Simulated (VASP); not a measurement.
# Ru (P6_3/mmc) in VASP: a series of runs

Ru is run at these levels: PBE; tasks: single point.

Everything below comes from runs of VASP 6.6.1. Logs are shortened: lines on timing, memory, paths and dates and some standing lists are left out, and cuts for length are marked.

**1. The cell of the first run**

The structure is hexagonal, space group P6_3/mmc (No. 194). The conventional cell has a = 2.706 Å, b = 2.706 Å, c = 4.282 Å, α = 90.00°, β = 90.00°, γ = 120.00°. Ru (site symmetry -6m2) has 12 Ru at 2.65 to 2.71 Å within 3.5 Å.

**2. Single point, PBE**

Contents of INCAR:

```
SYSTEM = Ru
PREC     = Accurate       ! precision mode
ENCUT    = 500            ! plane-wave cutoff, eV
EDIFF    = 1E-6           ! SCF threshold, eV
ISMEAR   = 1              ! smearing method
SIGMA    = 0.15           ! smearing width, eV
LREAL    = .False.        ! projectors in reciprocal space
LASPH    = .True.         ! aspherical terms in the spheres
NELM     = 120            ! most SCF steps
ALGO     = Normal         ! electronic algorithm
ISIF     = 2              ! what is computed and relaxed
LWAVE    = .False.        ! write WAVECAR
LCHARG   = .False.        ! write CHGCAR
GGA      = PE             ! functional
NBANDS   = 21             ! bands
GGA_COMPAT= .False.
```

Contents of KPOINTS:

```
regular mesh
0
Gamma
  3 3 2
  0 0 0
```

Contents of POSCAR:

```
Ru
1.0
    2.7058000000      0.0000000000      0.0000000000
   -1.3529000000      2.3432900000      0.0000000000
    0.0000000000      0.0000000000      4.2819000000
Ru
2
Direct
    0.3333333333      0.6666666667      0.2500000000
    0.6666666667      0.3333333333      0.7500000000
```

Potentials or basis: VASP PAW PBE potentials, release 64 (Ru_pv).

Command:

```bash
$ cat potpaw_PBE.64/Ru_pv/POTCAR > POTCAR
$ mpirun -np 1 vasp_std > vasp.out
```

OUTCAR:

```text
SYSTEM = Ru
   PREC = Accurate
   ENCUT = 500
   EDIFF = 1E-6
   ISMEAR = 1
   LREAL = .False.
   LASPH = .True.
   NELM = 120
   ISIF = 2
   GGA = PE

 ion  position               nearest neighbor table
   1  0.333  0.667  0.250-   2 2.65   2 2.65   2 2.65   2 2.65   2 2.65   2 2.65
   2  0.667  0.333  0.750-   1 2.65   1 2.65   1 2.65   1 2.65   1 2.65   1 2.65

  LATTYP: Found a hexagonal cell.
 ALAT       =     2.7058000000
 C/A-ratio  =     1.5824894671

  Lattice vectors:

 A1 = (   2.7058000000,   0.0000000000,   0.0000000000)
 A2 = (  -1.3529000000,   2.3432900000,   0.0000000000)
 A3 = (   0.0000000000,   0.0000000000,   4.2819000000)

Analysis of symmetry for initial positions (statically):
=====================================================================
 Subroutine PRICEL returns:
 Original cell was already a primitive cell.

 Routine SETGRP: Setting up the symmetry group for a
 hexagonal supercell.

 Subroutine GETGRP returns: Found 24 space group operations
 (whereof 12 operations were pure point group operations)
 out of a pool of 24 trial point group operations.

The static configuration has the point symmetry D_3d.
 The point group associated with its full space group is D_6h.

Analysis of symmetry for dynamics (positions and initial velocities):
=====================================================================
 Subroutine PRICEL returns:
 Original cell was already a primitive cell.

 Routine SETGRP: Setting up the symmetry group for a
 hexagonal supercell.

 Subroutine GETGRP returns: Found 24 space group operations
 (whereof 12 operations were pure point group operations)
 out of a pool of 24 trial point group operations.

The dynamic configuration has the point symmetry D_3d.
 The point group associated with its full space group is D_6h.

 Subroutine INISYM returns: Found 24 space group operations
 (whereof 12 operations are pure point group operations),
 and found     1 'primitive' translations

----------------------------------------------------------------------------------------

                                     Primitive cell

  volume of cell :      27.1493

  direct lattice vectors                    reciprocal lattice vectors
     2.705800000  0.000000000  0.000000000     0.369576465  0.213375212  0.000000000
    -1.352900000  2.343290000  0.000000000     0.000000000  0.426750424  0.000000000
     0.000000000  0.000000000  4.281900000     0.000000000  0.000000000  0.233541185

  length of vectors
     2.705800000  2.705798668  4.281900000     0.426750214  0.426750424  0.233541185

  position of ions in fractional coordinates (direct lattice)
     0.333333333  0.666666667  0.250000000
     0.666666667  0.333333333  0.750000000

  ion indices of the primitive-cell ions
   primitive index   ion index
                 1           1
                 2           2

----------------------------------------------------------------------------------------

 KPOINTS: regular mesh

Automatic generation of k-mesh.
 Grid dimensions read from file:
 generate k-points for:    3    3    2

 Generating k-lattice:

  Cartesian coordinates                     Fractional coordinates (reciprocal lattice)
     0.123192155  0.071125071  0.000000000     0.333333333  0.000000000  0.000000000
     0.000000000  0.142250141  0.000000000     0.000000000  0.333333333  0.000000000
     0.000000000  0.000000000  0.116770592     0.000000000  0.000000000  0.500000000

  Length of vectors
     0.142250071  0.142250141  0.116770592

  Shift w.r.t. Gamma in fractional coordinates (k-lattice)
     0.000000000  0.000000000  0.000000000

 Subroutine IBZKPT returns following result:
 ===========================================

 Found      6 irreducible k-points:

 Following reciprocal coordinates:
            Coordinates               Weight
  0.000000  0.000000  0.000000      1.000000
  0.333333  0.000000  0.000000      6.000000
  0.333333  0.333333  0.000000      2.000000
  0.000000  0.000000  0.500000      1.000000
  0.333333  0.000000  0.500000      6.000000
  0.333333  0.333333  0.500000      2.000000
   k-points           NKPTS =      6   k-points in BZ     NKDIM =      6   number of bands    NBANDS=     21
   number of dos      NEDOS =    301   number of ions     NIONS =      2
   total plane-waves  NPLWV =  12800
   dimension x,y,z NGX =    20 NGY =   20 NGZ =   32
   dimension x,y,z NGXF=    40 NGYF=   40 NGZF=   64
   ions per type =               2
   NGX,Y,Z   is equivalent  to a cutoff of  12.29, 12.29, 12.42 a.u.
   NGXF,Y,Z  is equivalent  to a cutoff of  24.58, 24.58, 24.85 a.u.
 SYSTEM =  Ru
   PREC   = accura    normal or accurate (medium, high low for compatibility)
   ISTART =      0    job   : 0-new  1-cont  2-samecut
   ICHARG =      2    charge: 1-file 2-atom 10-const
   ISPIN  =      1    spin polarized calculation?
   LNONCOLLINEAR =      F non collinear calculations
   LSORBIT =      F    spin-orbit coupling
   LASPH  =      T    aspherical Exc in radial PAW
   ENCUT  =  500.0 eV  36.75 Ry    6.06 a.u.   4.93  4.93  7.81*2*pi/ulx,y,z
   NELM   =    120;   NELMIN=  2; NELMDL= -5     # of ELM steps
   EDIFF  = 0.1E-05   stopping-criterion for ELM
   LREAL  =      F    real-space projection
   EDIFFG = 0.1E-04   stopping-criterion for IOM
   NSW    =      0    number of steps for IOM
   IBRION =     -1    ionic relax: 0-MD 1-quasi-New 2-CG
   NFREE  =      0    steps in history (QN), initial steepest desc. (CG)
   ISIF   =      2    stress and relaxation
   ISYM   =      2    0-nonsym 1-usesym 2-fastsym
   POTIM  = 0.5000    time-step for ionic-motion
   TEBEG  =    0.0;   TEEND  =   0.0 temperature during run
   PSTRESS=    0.0 pullay stress
   NELECT =      28.0000    total number of electrons
   NUPDOWN=      -1.0000    fix difference up-down
   EMIN   =  10.00;   EMAX   =-10.00  energy-range for DOS
   EFERMI =   0.00;   METHOD = LEGACY
   ISMEAR =     1;   SIGMA  =   0.15  broadening in eV -4-tet -1-fermi 0-gaus
   EFERMI_NEDOS =   21; number of points for ismear=-14 and -15
   IALGO  =     38    algorithm
   IMIX   =      4    mixing-type and parameters
     AMIX     =   0.40;   BMIX     =  1.00
     AMIX_MAG =   1.60;   BMIX_MAG =  1.00
  volume/ion in A,a.u.               =      13.57        91.61
  Fermi-wavevector in a.u.,A,eV,Ry     =   1.654023  3.125649 37.222690  2.735791
  Thomas-Fermi vector in A             =   2.742361
   LORBIT       =      0    0 simple, 1 ext, 2 COOP (PROOUT), +10 PAW based schemes
   GGA     = PE    functional components
   LHFCALC =     F    Hartree Fock is set to
   AEXX    =    0.0000 exact exchange contribution
   IVDW    =     0    specifies the selected vdW correction
   LEPSILON=     F    determine dielectric tensor
   LRPA    =     F    only Hartree local field effects (RPA)
 non-spin polarized calculation
 Methfessel and Paxton  Order N= 1 SIGMA  =   0.15
  energy-cutoff  :      500.00
  volume of cell :       27.15
 maximum number of plane-waves:       708
 NGX is ok and might be reduce to    20
   NGX =  9   NGY =  9   NGZ = 15

 number of electron      28.0000009 magnetization

 Free energy of the ion-electron system (eV)
  ---------------------------------------------------
  ext. energy  EPLUGINS =         0.00000000
  ---------------------------------------------------
  free energy    TOTEN  =       -17.54461836 eV

  energy without entropy =      -17.54792065  energy(sigma->0) =      -17.54571912

 E-fermi :  13.3512     XC(G=0): -14.1230

 val. band max:       13.0524101847   @ k =   0.3333   0.0000   0.0000
 cond. band min:      13.3903682036   @ k =   0.0000   0.0000   0.5000
 fundamental gap:      0.3379580189
 Fermi energy:        13.3512015357

 k-point     1 :       0.0000    0.0000    0.0000
  band No.  band energies     occupation
      1     -30.8302      2.00000
      2     -29.8473      2.00000
      3     -29.8473      2.00000
      4     -29.6874      2.00000
      5     -29.6768      2.00000
      6     -29.6768      2.00000
[... 13 lines left out ...]
     20      23.2767      0.00000
     21      23.3112      0.00000

 k-point     2 :       0.3333    0.0000    0.0000
  band No.  band energies     occupation
      1     -30.5160      2.00000
      2     -30.4089      2.00000
      3     -30.2319      2.00000
      4     -30.0240      2.00000
      5     -29.8596      2.00000
      6     -29.7641      2.00000
[... 13 lines left out ...]
     20      23.2763      0.00000
     21      23.2791      0.00000

 k-point     3 :       0.3333    0.3333    0.0000
  band No.  band energies     occupation
      1     -30.4578      2.00000
      2     -30.2836      2.00000
      3     -30.2836      2.00000
      4     -30.1517      2.00000
      5     -30.1517      2.00000
      6     -30.0930      2.00000
[... 13 lines left out ...]
     20      23.2766      0.00000
     21      23.2766      0.00000

 k-point     4 :       0.0000    0.0000    0.5000
  band No.  band energies     occupation
      1     -30.2747      2.00000
      2     -30.2747      2.00000
      3     -29.7625      2.00000
      4     -29.7625      2.00000
      5     -29.7625      2.00000
      6     -29.7625      2.00000
[... 13 lines left out ...]
     20      23.2763      0.00000
     21      27.3399      0.00000

 k-point     5 :       0.3333    0.0000    0.5000
  band No.  band energies     occupation
      1     -30.5439      2.00000
      2     -30.5439      2.00000
      3     -29.9617      2.00000
      4     -29.9617      2.00000
      5     -29.8952      2.00000
      6     -29.8952      2.00000
[... 13 lines left out ...]
     20      23.2763      0.00000
     21      26.5006      0.00000

 k-point     6 :       0.3333    0.3333    0.5000
  band No.  band energies     occupation
      1     -30.5594      2.00000
      2     -30.5594      2.00000
      3     -30.2779      2.00000
      4     -30.2779      2.00000
      5     -29.8644      2.00000
      6     -29.8644      2.00000
[... 13 lines left out ...]
     20      23.5750      0.00000
     21      23.5750      0.00000

------------------------ aborting loop because EDIFF is reached ----------------------------------------

  FORCE on cell =-STRESS in cart. coord.  units (eV):
  Direction    XX          YY          ZZ          XY          YZ          ZX
  --------------------------------------------------------------------------------------
  -------------------------------------------------------------------------------------
  Total        5.2815516      5.2815447     -3.9494460      0.0000000      0.0000000     -0.0000000
  in kB      311.6835348    311.6831257   -233.0711469      0.0000000      0.0000000     -0.0000000
  external PRESSURE =     130.0985045 kB  Pullay stress =       0.0000000 kB

 VOLUME and BASIS-vectors are now :
 -----------------------------------------------------------------------------
  energy-cutoff  :      500.00
  volume of cell :       27.15
      direct lattice vectors                 reciprocal lattice vectors
     2.705800000  0.000000000  0.000000000     0.369576465  0.213375212  0.000000000
    -1.352900000  2.343290000  0.000000000     0.000000000  0.426750424  0.000000000
     0.000000000  0.000000000  4.281900000     0.000000000  0.000000000  0.233541185

 POSITION                                       TOTAL-FORCE (eV/Angst)
 -----------------------------------------------------------------------------------
     -0.00000      1.56219      1.07048        -0.000000      0.000000      0.000000
      1.35290      0.78110      3.21143         0.000000     -0.000000      0.000000
 -----------------------------------------------------------------------------------
    total drift:                                0.000000     -0.000000      0.000000

  FREE ENERGIE OF THE ION-ELECTRON SYSTEM (eV)
  ---------------------------------------------------
  free  energy   TOTEN  =       -17.5446183615 eV

  energy  without entropy=      -17.5479206500  energy(sigma->0) =      -17.54571912
```

Wall time 3.8 s (1 thread of Intel Xeon Platinum 8375C at 2.90GHz (Ice Lake), shared host); peak memory 0.13 GiB.

What came out:

```yaml
Free_energy: -17.5446 eV
Pressure: 13.0 GPa
Band_gap_on_the_k_mesh: zero (band 14 reaches 13.85 eV, above the bottom of band 15 at 11.45 eV)
```

Levels at points of the mesh, in eV from the Fermi level:
```tsv
k point	band 12	band 13	band 14	band 15	band 16	band 17
(0.00, 0.00, 0.00)	-2.40	-2.40	-1.90	-1.90	0.67	0.67
(0.00, 0.00, 0.50)	-3.25	-3.23	-3.23	0.04	0.04	0.04
```

Caveat: the k points lie up to 0.89 Å⁻¹ apart.

**3. Single point, PBE**

Contents of INCAR:

```
ALGO = Normal ; EDIFF = 1E-6
ENCUT = 500 ; GGA = PE
GGA_COMPAT = False ; ISIF = 2
ISMEAR = 1 ; LASPH = True
LCHARG = False ; LREAL = False
LWAVE = False ; NBANDS = 21
NELM = 120 ; PREC = Accurate
SIGMA = 0.15
```

Contents of KPOINTS:

```
k-points
0
Gamma
  4 4 3
```

POSCAR is that of step 2.

Potentials or basis: VASP PAW PBE potentials, release 64 (Ru_pv).

Command:

```bash
$ cat potpaw_PBE.64/Ru_pv/POTCAR > POTCAR
$ mpirun -np 1 vasp_std > vasp.out
```

Wall time 4.6 s (1 thread of Intel Xeon Platinum 8375C at 2.90GHz (Ice Lake), shared host); peak memory 0.13 GiB.

Results (log left out):

```yaml
Free_energy: -18.5319 eV
Pressure: 3.8 GPa
Band_gap_on_the_k_mesh: zero (band 14 reaches 14.51 eV, above the bottom of band 15 at 11.44 eV)
```

Stress tensor (GPa, compression positive):
```
 6.75  0.00  0.00
 0.00  6.75  0.00
 0.00  0.00 -1.95
```

Levels at points of the mesh, in eV from the Fermi level:
```tsv
k point	band 11	band 12	band 13	band 14	band 15	band 16	band 17	band 18
(0.00, 0.00, 0.00)	-2.34	-1.74	-1.74	-1.31	-1.31	1.27	1.27	1.35
(0.50, 0.00, 0.00)	-1.99	-1.70	-1.43	1.61	2.01	2.03	4.19	6.26
```

Caveat: the k points lie up to 0.67 Å⁻¹ apart.

**4. Single point, PBE**

Contents of INCAR:

```
SYSTEM = Ru
PREC     = Accurate       ! precision mode
ENCUT    = 500            ! plane-wave cutoff, eV
EDIFF    = 1E-6           ! SCF threshold, eV
ISMEAR   = 1              ! smearing method
SIGMA    = 0.15           ! smearing width, eV
LREAL    = .False.        ! projectors in reciprocal space
LASPH    = .True.         ! aspherical terms in the spheres
NELM     = 120            ! most SCF steps
ALGO     = Normal         ! electronic algorithm
ISIF     = 2              ! what is computed and relaxed
LWAVE    = .False.        ! write WAVECAR
LCHARG   = .False.        ! write CHGCAR
GGA      = PE             ! functional
NBANDS   = 21             ! bands
GGA_COMPAT= .False.
```

Contents of KPOINTS:

```
regular mesh
0
Gamma
  6 6 3
  0 0 0
```

POSCAR is that of step 3.

Command:

```bash
$ cat potpaw_PBE.64/Ru_pv/POTCAR > POTCAR
$ mpirun -np 1 vasp_std > vasp.out
```

Run time: 5.5 s. Hardware: 1 thread of Intel Xeon Platinum 8375C at 2.90GHz (Ice Lake), shared host; peak memory 0.13 GiB.

It converged, with:

```yaml
Free_energy: -18.3836 eV
Pressure: 5.1 GPa
Band_gap_on_the_k_mesh: zero (band 14 reaches 14.43 eV, above the bottom of band 15 at 11.45 eV)
```

Stress tensor (GPa, compression positive):
```
6.95 0.00 0.00
0.00 6.95 0.00
0.00 0.00 1.52
```

Levels at points of the mesh, in eV from the Fermi level:
```tsv
k point	band 12	band 13	band 14	band 15	band 16	band 17
(0.00, 0.00, 0.00)	-1.87	-1.87	-1.33	-1.33	1.24	1.24
(0.50, 0.00, 0.00)	-1.73	-1.47	1.47	1.89	1.97	4.12
```

Caveat: the k points lie up to 0.49 Å⁻¹ apart.

**5. Single point, PBE**

Contents of INCAR:

```
SYSTEM = Ru
PREC = Accurate
ENCUT = 500
EDIFF = 1E-6
ISMEAR = 1
SIGMA = 0.15
LREAL = .False.
LASPH = .True.
NELM = 120
ALGO = Normal
ISIF = 2
LWAVE = .False.
LCHARG = .True.
GGA = PE
LELF = .True.
LVHAR = .True.
NBANDS = 21
GGA_COMPAT = .False.
```

Contents of KPOINTS:

```
regular mesh
0
Gamma
  8 8 4
  0 0 0
```

POSCAR is that of step 4.

Command:

```bash
$ cat potpaw_PBE.64/Ru_pv/POTCAR > POTCAR
$ mpirun -np 1 vasp_std > vasp.out
```

Wall time 12 s (1 thread of Intel Xeon Platinum 8375C at 2.90GHz (Ice Lake), shared host); peak memory 0.14 GiB.

Results (log left out):

```yaml
Free_energy: -18.4903 eV
Pressure: 4.3 GPa
Band_gap_on_the_k_mesh: zero (band 14 reaches 14.26 eV, above the bottom of band 15 at 11.35 eV)
```

Stress tensor (GPa, compression positive):
```
4.69 0.00 0.00
0.00 4.69 0.00
0.00 0.00 3.64
```

Levels at points of the mesh, in eV from the Fermi level:
| k point | band 12 | band 13 | band 14 | band 15 | band 16 | band 17 |
| --- | --- | --- | --- | --- | --- | --- |
| (0.00, 0.00, 0.00) | -1.85 | -1.85 | -1.35 | -1.35 | 1.22 | 1.22 |
| (0.50, 0.00, 0.00) | -1.74 | -1.47 | 1.48 | 1.90 | 1.95 | 4.12 |
| (0.00, 0.00, 0.50) | -2.70 | -2.67 | -2.67 | 0.59 | 0.59 | 0.59 |
| (0.50, 0.00, 0.50) | -1.02 | 0.50 | 0.50 | 1.74 | 1.74 | 3.45 |

Caveat: the k points lie up to 0.37 Å⁻¹ apart.

**6. Single point, PBE**

Contents of INCAR:

```
ALGO = Normal ; EDIFF = 1E-6
ENCUT = 500 ; GGA = PE
GGA_COMPAT = False ; ISIF = 2
ISMEAR = 1 ; LASPH = True
LCHARG = True ; LELF = True
LREAL = False ; LVHAR = True
LWAVE = False ; NBANDS = 21
NELM = 120 ; PREC = Accurate
SIGMA = 0.15
```

Contents of KPOINTS:

```
k-points
0
Gamma
  9 9 5
```

POSCAR is that of step 5.

Potentials or basis: VASP PAW PBE potentials, release 64 (Ru_pv).

Command:

```bash
$ cat potpaw_PBE.64/Ru_pv/POTCAR > POTCAR
$ mpirun -np 1 vasp_std > vasp.out
```

It took 12 s on 1 thread of Intel Xeon Platinum 8375C at 2.90GHz (Ice Lake), shared host; peak memory 0.14 GiB.

The run converged. Its results:

| Item | Value |
| --- | --- |
| Free energy | -18.4881 eV |
| Pressure | 4.2 GPa |
| Band gap on the k mesh | zero (band 14 reaches 14.29 eV, above the bottom of band 15 at 11.25 eV) |

Stress tensor (GPa, compression positive):
```
4.09 0.00 0.00
0.00 4.09 0.00
0.00 0.00 4.43
```

Levels at points of the mesh, in eV from the Fermi level:
```tsv
k point	band 12	band 13	band 14	band 15	band 16	band 17
(0.00, 0.00, 0.00)	-2.03	-2.03	-1.49	-1.49	1.08	1.08
```

**7. Single point, PBE**

Contents of INCAR:

```
SYSTEM = Ru
PREC     = Accurate       ! precision mode
ENCUT    = 500            ! plane-wave cutoff, eV
EDIFF    = 1E-6           ! SCF threshold, eV
ISMEAR   = 1              ! smearing method
SIGMA    = 0.15           ! smearing width, eV
LREAL    = .FALSE.        ! projectors in reciprocal space
LASPH    = .TRUE.         ! aspherical terms in the spheres
NELM     = 120            ! most SCF steps
ALGO     = Normal         ! electronic algorithm
ISIF     = 2              ! what is computed and relaxed
LWAVE    = .FALSE.        ! write WAVECAR
LCHARG   = .FALSE.        ! write CHGCAR
GGA      = PE             ! functional
NBANDS   = 21             ! bands
GGA_COMPAT= .FALSE.
```

Contents of KPOINTS:

```
regular mesh
0
G
  12 12 7
  0 0 0
```

POSCAR is that of step 6.

Command:

```bash
$ cat potpaw_PBE.64/Ru_pv/POTCAR > POTCAR
$ mpirun -np 1 vasp_std > vasp.out
```

It took 22 s on 1 thread of Intel Xeon Platinum 8375C at 2.90GHz (Ice Lake), shared host; peak memory 0.15 GiB.

The run converged. Its results:

```yaml
Free_energy: -18.4716 eV
Pressure: 4.3 GPa
Band_gap_on_the_k_mesh: zero (band 14 reaches 14.26 eV, above the bottom of band 15 at 11.30 eV)
```

Stress tensor (GPa, compression positive):
```
4.21 0.00 0.00
0.00 4.21 0.00
0.00 0.00 4.52
```

Levels at points of the mesh, in eV from the Fermi level:
```
           k point  band 10  band 11  band 12  band 13  band 14  band 15  band 16  band 17  band 18  band 19
(0.00, 0.00, 0.00)    -2.63    -2.45    -1.95    -1.95    -1.42    -1.42     1.15     1.15     1.27    10.26
(0.50, 0.00, 0.00)    -3.04    -2.10    -1.82    -1.55     1.39     1.80     1.88     4.03     6.10    10.38
```

**8. Overview**

```csv
k mesh,gap on the mesh (eV),pressure (GPa)
3 × 3 × 2,none,13.0
4 × 4 × 3,none,3.8
6 × 6 × 3,none,5.1
8 × 8 × 4,none,4.3
9 × 9 × 5,none,4.2
12 × 12 × 7,none,4.3
```

Alike in all rows: task single point; level PBE; potentials or basis VASP PAW PBE potentials, release 64 (Ru_pv); no spin polarisation; cell as given; cutoff (eV) 500; smearing methfessel-paxton 0.15 eV.

Caveats: some runs use coarse meshes.

Total energies depend on the potentials used, so only differences within one code and one set of settings carry meaning.
